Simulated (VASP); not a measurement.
# CsH in VASP: further runs

The runs below take CsH through single point, relaxation of cell and atoms, with r2SCAN.

Everything below comes from runs of VASP 6.6.1. Logs are shortened: lines on timing, memory, paths and dates and some standing lists are left out, and cuts for length are marked.

**1. The cell of the first run**

Symmetry: Fm-3m, No. 225, cubic system. Conventional cell: a = 6.376 Å, b = 6.376 Å, c = 6.376 Å, α = 90.00°, β = 90.00°, γ = 90.00°. Within 4.2 Å of Cs (site symmetry m-3m) lie 6 H at 3.19 Å. H (site symmetry m-3m) has 6 Cs at 3.19 Å within 4.2 Å.

**2. Single point, r2SCAN**

File POSCAR:

```
CsH
1.0
    0.0000000000      3.1880000000      3.1880000000
    3.1880000000      0.0000000000      3.1880000000
    3.1880000000      3.1880000000      0.0000000000
Cs H
1 1
Direct
    0.0000000000      0.0000000000      0.0000000000
    0.5000000000      0.5000000000      0.5000000000
```

File INCAR.step1:

```
PREC = Accurate
ENCUT = 520
ISMEAR = 0
SIGMA = 0.02
LREAL = F
LASPH = T
NELM = 60
NBANDS = 12
GGA = PE
ALGO = Normal
EDIFF = 1E-4
LWAVE = T
LCHARG = F
```

File INCAR.step2:

```
PREC = Accurate
ENCUT = 520
EDIFF = 1E-6
ISMEAR = 0
SIGMA = 0.02
LREAL = F
LASPH = T
NELM = 60
ALGO = Normal
ISIF = 2
LWAVE = F
LCHARG = T
METAGGA = R2SCAN
LMIXTAU = T
LELF = T
LVHAR = T
NBANDS = 12
ISTART = 1
```

File KPOINTS:

```
regular mesh
0
Gamma
  6 6 6
```

Potentials or basis: VASP PAW PBE potentials, release 64 (Cs_sv, H).

Command:

```bash
> cat potpaw_PBE.64/Cs_sv/POTCAR potpaw_PBE.64/H/POTCAR > POTCAR
> cp INCAR.step1 INCAR
> mpirun -np 1 vasp_std > vasp.out
> cp INCAR.step2 INCAR
> mpirun -np 1 vasp_std > vasp.out
```

OUTCAR:

```text
PREC = Accurate
   ENCUT = 520
   EDIFF = 1E-6
   ISMEAR = 0
   LREAL = F
   LASPH = T
   NELM = 60
   ISIF = 2
   METAGGA = R2SCAN
   ISTART = 1

 ion  position               nearest neighbor table
   1  0.000  0.000  0.000-
   2  0.500  0.500  0.500-

  LATTYP: Found a face centered cubic cell.
 ALAT       =     6.3760000000

  Lattice vectors:

 A1 = (   0.0000000000,   3.1880000000,   3.1880000000)
 A2 = (   3.1880000000,   0.0000000000,   3.1880000000)
 A3 = (   3.1880000000,   3.1880000000,   0.0000000000)

Analysis of symmetry for initial positions (statically):
=====================================================================
 Subroutine PRICEL returns:
 Original cell was already a primitive cell.

 Routine SETGRP: Setting up the symmetry group for a
 face centered cubic supercell.

 Subroutine GETGRP returns: Found 48 space group operations
 (whereof 48 operations were pure point group operations)
 out of a pool of 48 trial point group operations.

The static configuration has the point symmetry O_h .

Analysis of symmetry for dynamics (positions and initial velocities):
=====================================================================
 Subroutine PRICEL returns:
 Original cell was already a primitive cell.

 Routine SETGRP: Setting up the symmetry group for a
 face centered cubic supercell.

 Subroutine GETGRP returns: Found 48 space group operations
 (whereof 48 operations were pure point group operations)
 out of a pool of 48 trial point group operations.

The dynamic configuration has the point symmetry O_h .

 Subroutine INISYM returns: Found 48 space group operations
 (whereof 48 operations are pure point group operations),
 and found     1 'primitive' translations

----------------------------------------------------------------------------------------

                                     Primitive cell

  volume of cell :      64.8015

  direct lattice vectors                    reciprocal lattice vectors
     0.000000000  3.188000000  3.188000000    -0.156838143  0.156838143  0.156838143
     3.188000000  0.000000000  3.188000000     0.156838143 -0.156838143  0.156838143
     3.188000000  3.188000000  0.000000000     0.156838143  0.156838143 -0.156838143

  length of vectors
     4.508512837  4.508512837  4.508512837     0.271651632  0.271651632  0.271651632

  position of ions in fractional coordinates (direct lattice)
     0.000000000  0.000000000  0.000000000
     0.500000000  0.500000000  0.500000000

  ion indices of the primitive-cell ions
   primitive index   ion index
                 1           1
                 2           2

----------------------------------------------------------------------------------------

 KPOINTS: regular mesh

Automatic generation of k-mesh.
 Grid dimensions read from file:
 generate k-points for:    6    6    6

 Generating k-lattice:

  Cartesian coordinates                     Fractional coordinates (reciprocal lattice)
    -0.026139691  0.026139691  0.026139691     0.166666667  0.000000000  0.000000000
     0.026139691 -0.026139691  0.026139691     0.000000000  0.166666667  0.000000000
     0.026139691  0.026139691 -0.026139691     0.000000000  0.000000000  0.166666667

  Length of vectors
     0.045275272  0.045275272  0.045275272

  Shift w.r.t. Gamma in fractional coordinates (k-lattice)
     0.000000000  0.000000000  0.000000000

 Subroutine IBZKPT returns following result:
 ===========================================

 Found     16 irreducible k-points:

 Following reciprocal coordinates:
            Coordinates               Weight
  0.000000  0.000000  0.000000      1.000000
  0.166667  0.000000  0.000000      8.000000
  0.333333  0.000000  0.000000      8.000000
  0.500000  0.000000  0.000000      4.000000
  0.166667  0.166667  0.000000      6.000000
  0.333333  0.166667  0.000000     24.000000
[... 8 lines left out ...]
 -0.333333  0.333333  0.166667     24.000000
 -0.333333  0.500000  0.166667     12.000000
   k-points           NKPTS =     16   k-points in BZ     NKDIM =     16   number of bands    NBANDS=     12
   number of dos      NEDOS =    301   number of ions     NIONS =      2
   total plane-waves  NPLWV =  46656
   dimension x,y,z NGX =    36 NGY =   36 NGZ =   36
   dimension x,y,z NGXF=    72 NGYF=   72 NGZF=   72
   ions per type =               1   1
   NGX,Y,Z   is equivalent  to a cutoff of  13.27, 13.27, 13.27 a.u.
   NGXF,Y,Z  is equivalent  to a cutoff of  26.55, 26.55, 26.55 a.u.
 SYSTEM =  unknown system
   PREC   = accura    normal or accurate (medium, high low for compatibility)
   ISTART =      1    job   : 0-new  1-cont  2-samecut
   ICHARG =      0    charge: 1-file 2-atom 10-const
   ISPIN  =      1    spin polarized calculation?
   LNONCOLLINEAR =      F non collinear calculations
   LSORBIT =      F    spin-orbit coupling
   LASPH  =      T    aspherical Exc in radial PAW
   ENCUT  =  520.0 eV  38.22 Ry    6.18 a.u.   8.38  8.38  8.38*2*pi/ulx,y,z
   NELM   =     60;   NELMIN=  2; NELMDL=  0     # of ELM steps
   EDIFF  = 0.1E-05   stopping-criterion for ELM
   LREAL  =      F    real-space projection
   EDIFFG = 0.1E-04   stopping-criterion for IOM
   NSW    =      0    number of steps for IOM
   IBRION =     -1    ionic relax: 0-MD 1-quasi-New 2-CG
   NFREE  =      0    steps in history (QN), initial steepest desc. (CG)
   ISIF   =      2    stress and relaxation
   ISYM   =      2    0-nonsym 1-usesym 2-fastsym
   POTIM  = 0.5000    time-step for ionic-motion
   TEBEG  =    0.0;   TEEND  =   0.0 temperature during run
   PSTRESS=    0.0 pullay stress
   NELECT =      10.0000    total number of electrons
   NUPDOWN=      -1.0000    fix difference up-down
   EMIN   =  10.00;   EMAX   =-10.00  energy-range for DOS
   EFERMI =   0.00;   METHOD = LEGACY
   ISMEAR =     0;   SIGMA  =   0.02  broadening in eV -4-tet -1-fermi 0-gaus
   EFERMI_NEDOS =   21; number of points for ismear=-14 and -15
   IALGO  =     38    algorithm
   IMIX   =      4    mixing-type and parameters
     AMIX     =   0.40;   BMIX     =  1.00
     AMIX_MAG =   1.60;   BMIX_MAG =  1.00
  volume/ion in A,a.u.               =      32.40       218.65
  Fermi-wavevector in a.u.,A,eV,Ry     =   0.878105  1.659378 10.491026  0.771069
  Thomas-Fermi vector in A             =   1.998146
   LORBIT       =      0    0 simple, 1 ext, 2 COOP (PROOUT), +10 PAW based schemes
   METAGGA = R2SCAN    functional components
   LHFCALC =     F    Hartree Fock is set to
   AEXX    =    0.0000 exact exchange contribution
   IVDW    =     0    specifies the selected vdW correction
   LEPSILON=     F    determine dielectric tensor
   LRPA    =     F    only Hartree local field effects (RPA)
 non-spin polarized calculation
 Gauss-broadening in eV      SIGMA  =   0.02
  energy-cutoff  :      520.00
  volume of cell :       64.80
 maximum number of plane-waves:      1807
 NGX is ok and might be reduce to    36
   NGX = 17   NGY = 17   NGZ = 17

 number of electron       9.9999999 magnetization

 Free energy of the ion-electron system (eV)
  ---------------------------------------------------
  ext. energy  EPLUGINS =         0.00000000
  ---------------------------------------------------
  free energy    TOTEN  =       -28.98875883 eV

  energy without entropy =      -28.98875883  energy(sigma->0) =      -28.98875883

 E-fermi :  -0.0036     XC(G=0):  -7.5575

 val. band max:       -0.1126606410   @ k =   0.5000   0.0000   0.0000
 cond. band min:       2.5502840615   @ k =   0.5000   0.0000   0.0000
 fundamental gap:      2.6629447025
 Fermi energy:        -0.0035826503

 k-point     1 :       0.0000    0.0000    0.0000
  band No.  band energies     occupation
      1     -22.1859      2.00000
      2      -8.2711      2.00000
      3      -8.2711      2.00000
      4      -8.2711      2.00000
      5      -1.7625      2.00000
      6       5.5768      0.00000
      7       5.5768      0.00000
      8       5.5768      0.00000
      9       6.2225      0.00000
     10       7.4859      0.00000
     11       7.4859      0.00000
     12       9.1221      0.00000

 k-point     2 :       0.1667    0.0000    0.0000
  band No.  band energies     occupation
      1     -22.1658      2.00000
      2      -8.5048      2.00000
      3      -8.2946      2.00000
      4      -8.2946      2.00000
      5      -1.3692      2.00000
      6       4.6659      0.00000
      7       5.7314      0.00000
      8       5.7314      0.00000
      9       6.0797      0.00000
     10       7.0420      0.00000
     11       7.0420      0.00000
     12      10.2830      0.00000

 k-point     3 :       0.3333    0.0000    0.0000
  band No.  band energies     occupation
      1     -22.1253      2.00000
      2      -8.9202      2.00000
      3      -8.3406      2.00000
      4      -8.3406      2.00000
      5      -0.5706      2.00000
      6       3.2223      0.00000
      7       5.3948      0.00000
      8       5.3948      0.00000
      9       6.7126      0.00000
     10       7.7394      0.00000
     11       7.7394      0.00000
     12      12.0681      0.00000
[... 166 lines left out ...]
 k-point    15 :      -0.3333    0.3333    0.1667
  band No.  band energies     occupation
      1     -22.0852      2.00000
      2      -8.8973      2.00000
      3      -8.6721      2.00000
      4      -8.4864      2.00000
      5      -0.6754      2.00000
      6       3.8016      0.00000
      7       4.6299      0.00000
      8       5.9947      0.00000
      9       8.0168      0.00000
     10       8.2054      0.00000
     11       9.6508      0.00000
     12       9.9184      0.00000

 k-point    16 :      -0.3333    0.5000    0.1667
  band No.  band energies     occupation
      1     -22.0788      2.00000
      2      -8.8756      2.00000
      3      -8.6568      2.00000
      4      -8.5746      2.00000
      5      -0.9539      2.00000
      6       3.8924      0.00000
      7       5.1077      0.00000
      8       6.1233      0.00000
      9       8.7912      0.00000
     10       9.2199      0.00000
     11       9.2660      0.00000
     12       9.5867      0.00000

------------------------ aborting loop because EDIFF is reached ----------------------------------------

  FORCE on cell =-STRESS in cart. coord.  units (eV):
  Direction    XX          YY          ZZ          XY          YZ          ZX
  --------------------------------------------------------------------------------------
  -------------------------------------------------------------------------------------
  Total        0.0185707      0.0185707      0.0185707      0.0000000      0.0000000      0.0000000
  in kB        0.4591495      0.4591495      0.4591495      0.0000000      0.0000000      0.0000000
  external PRESSURE =       0.4591495 kB  Pullay stress =       0.0000000 kB

 VOLUME and BASIS-vectors are now :
 -----------------------------------------------------------------------------
  energy-cutoff  :      520.00
  volume of cell :       64.80
      direct lattice vectors                 reciprocal lattice vectors
     0.000000000  3.188000000  3.188000000    -0.156838143  0.156838143  0.156838143
     3.188000000  0.000000000  3.188000000     0.156838143 -0.156838143  0.156838143
     3.188000000  3.188000000  0.000000000     0.156838143  0.156838143 -0.156838143

 POSITION                                       TOTAL-FORCE (eV/Angst)
 -----------------------------------------------------------------------------------
      0.00000      0.00000      0.00000         0.000000      0.000000      0.000000
      3.18800      3.18800      3.18800        -0.000000     -0.000000     -0.000000
 -----------------------------------------------------------------------------------
    total drift:                               -0.000000      0.000000      0.000000

  FREE ENERGIE OF THE ION-ELECTRON SYSTEM (eV)
  ---------------------------------------------------
  free  energy   TOTEN  =       -28.9887588256 eV

  energy  without entropy=      -28.9887588256  energy(sigma->0) =      -28.98875883
```

Wall time 57 s (1 thread of Intel Xeon 6975P-C (Granite Rapids), shared host); peak memory 0.21 GiB.

What came out:

```yaml
Free_energy: -28.9888 eV
Pressure: 0.0 GPa
Band_gap_on_the_k_mesh: 2.66 eV, direct
```

Levels at points of the mesh, in eV from the valence-band top:
```csv
k point,band 1,band 2,band 3,band 4,band 5,band 6,band 7,band 8,band 9,band 10
"(0.00, 0.00, 0.00)",-22.07,-8.16,-8.16,-8.16,-1.65,5.69,5.69,5.69,6.34,7.60
"(0.50, 0.00, 0.00)",-21.99,-9.00,-8.25,-8.25,0.00,2.66,5.25,5.25,7.79,8.88
"(0.50, 0.50, 0.00)",-21.97,-8.87,-8.43,-8.43,-1.15,3.50,6.08,8.64,8.98,8.98
```

Caveat: the PAW data sets were made with another functional, which shifts forces and pressure a little; spin-orbit coupling is left out, which moves the levels of the heavy elements. A k mesh can miss the band edges.

**3. Relaxation of cell and atoms, r2SCAN**

POSCAR is that of step 2.

File INCAR.step1:

```
ALGO = Normal
EDIFF = 1E-4
ENCUT = 600
GGA = PE
ISMEAR = 0
LASPH = T
LCHARG = F
LREAL = F
LWAVE = T
NELM = 80
PREC = Accurate
SIGMA = 0.02
```

File INCAR.step2:

```
ALGO = Normal
EDIFF = 1E-6
EDIFFG = -0.005
ENCUT = 600
IBRION = 2
ISIF = 3
ISMEAR = 0
ISTART = 1
LASPH = T
LCHARG = F
LMIXTAU = T
LREAL = F
LWAVE = F
METAGGA = R2SCAN
NELM = 80
NSW = 100
PREC = Accurate
SIGMA = 0.02
```

File KPOINTS:

```
k-points
0
Gamma
  6 6 6
```

Potentials or basis: VASP PAW PBE potentials, release 64 (Cs_sv, H).

Command:

```bash
> cat potpaw_PBE.64/Cs_sv/POTCAR potpaw_PBE.64/H/POTCAR > POTCAR
> cp INCAR.step1 INCAR
> mpirun -np 1 vasp_std > vasp.out
> cp INCAR.step2 INCAR
> mpirun -np 1 vasp_std > vasp.out
```

It took 2.5 min on 1 thread of Intel Xeon 6975P-C (Granite Rapids), shared host; peak memory 0.23 GiB.

The run converged. Its results:

- Free energy: -28.9888 eV
- Relaxed volume: 32.61 Å³/atom
- Relaxed cell: a = 4.518 Å, b = 4.518 Å, c = 4.518 Å, α = 60.00°, β = 60.00°, γ = 60.00°
- Space group after relaxing (to 0.05 Å): Fm-3m (No. 225)
- Energy gained by relaxing: 0.0 meV/atom
- Ionic steps: 5
- Pressure after relaxing: 0.0 GPa
- Band gap on the k mesh: 2.67 eV, direct

Final structure:
```yaml
crystal:
  lattice:
    - [0.00000, 3.19490, 3.19490]
    - [3.19490, 0.00000, 3.19490]
    - [3.19490, 3.19490, 0.00000]
  atoms:
    - { symbol: Cs, position: [0.00000, 0.00000, 0.00000] }
    - { symbol: H, position: [0.50000, 0.50000, 0.50000] }
```

Levels at points of the mesh, in eV from the valence-band top:
| k point | band 3 | band 4 | band 5 | band 6 | band 7 | band 8 |
| --- | --- | --- | --- | --- | --- | --- |
| (0.00, 0.00, 0.00) | -8.16 | -8.16 | -1.64 | 5.69 | 5.69 | 5.69 |
| (0.50, 0.00, 0.00) | -8.25 | -8.25 | 0.00 | 2.67 | 5.26 | 5.26 |
| (0.50, 0.50, 0.00) | -8.43 | -8.43 | -1.13 | 3.51 | 6.05 | 8.61 |

Caveat: the PAW data sets were made with another functional, which shifts forces and pressure a little; spin-orbit coupling is left out, which moves the levels of the heavy elements.

**4. Single point, r2SCAN (biaxial strain in the a-b plane: -4.0 %, then relaxed in part)**

File POSCAR:

```
CsH
1.0
    3.0604800000      3.0604800000      0.0000000000
   -3.0604800000      3.0604800000      0.0000000000
    0.0000000000      0.0000000000      6.4235929303
Cs H
2 2
Direct
    0.0000000000      0.0000000000      0.0000000000
    0.5000000000      0.5000000000      0.5000000000
    0.5000000000      0.5000000000      0.0000000000
    0.0000000000      0.0000000000      0.5000000000
```

File INCAR.step1:

```
PREC = Accurate
ENCUT = 520
ISMEAR = 0
SIGMA = 0.02
LREAL = False
LASPH = True
NELM = 80
NBANDS = 18
GGA = PE
ALGO = Normal
EDIFF = 1E-4
LWAVE = True
LCHARG = False
```

File INCAR.step2:

```
PREC = Accurate
ENCUT = 520
EDIFF = 1E-7
ISMEAR = 0
SIGMA = 0.02
LREAL = False
LASPH = True
NELM = 80
ALGO = Normal
ISIF = 2
LWAVE = False
LCHARG = False
METAGGA = R2SCAN
LMIXTAU = True
NBANDS = 18
ISTART = 1
```

File KPOINTS:

```
Automatic mesh
0
Gamma
  6 6 4
```

Command:

```bash
> cat potpaw_PBE.64/Cs_sv/POTCAR potpaw_PBE.64/H/POTCAR > POTCAR
> cp INCAR.step1 INCAR
> mpirun -np 1 vasp_std > vasp.out
> cp INCAR.step2 INCAR
> mpirun -np 1 vasp_std > vasp.out
```

Run time: 2.5 min. Hardware: 1 thread of Intel Xeon 6975P-C (Granite Rapids), shared host; peak memory 0.25 GiB.

The run converged. Its results:

* Free energy: -57.9324 eV
* Pressure: 1.0 GPa
* Band gap on the k mesh: 2.55 eV

Stress tensor (GPa, compression positive):
```
1.43 0.00 0.00
0.00 1.43 0.00
0.00 0.00 0.03
```

Levels at points of the mesh, in eV from the valence-band top:
```csv
k point,band 8,band 9,band 10,band 11,band 12,band 13
"(0.00, 0.00, 0.00)",-8.11,-1.82,-1.38,3.44,5.51,5.75
"(0.50, 0.00, 0.00)",-8.19,-0.38,-0.38,3.72,3.72,4.35
"(0.50, 0.50, 0.00)",-8.48,-1.40,-1.40,3.29,3.29,6.54
"(0.00, 0.00, 0.50)",-8.25,-1.17,-1.17,4.20,4.20,4.69
"(0.50, 0.00, 0.50)",-8.19,0.00,0.00,2.55,2.55,5.03
"(0.50, 0.50, 0.50)",-8.52,-1.00,-1.00,4.58,4.58,4.58
```

Caveat: the cell differs from its parent crystal (biaxial strain in the a-b plane: -4.0 %, then relaxed in part); the PAW data sets were made with another functional, which shifts forces and pressure a little; spin-orbit coupling is left out, which moves the levels of the heavy elements. A k mesh can miss the band edges.

(Continued in part 2 of 2.)
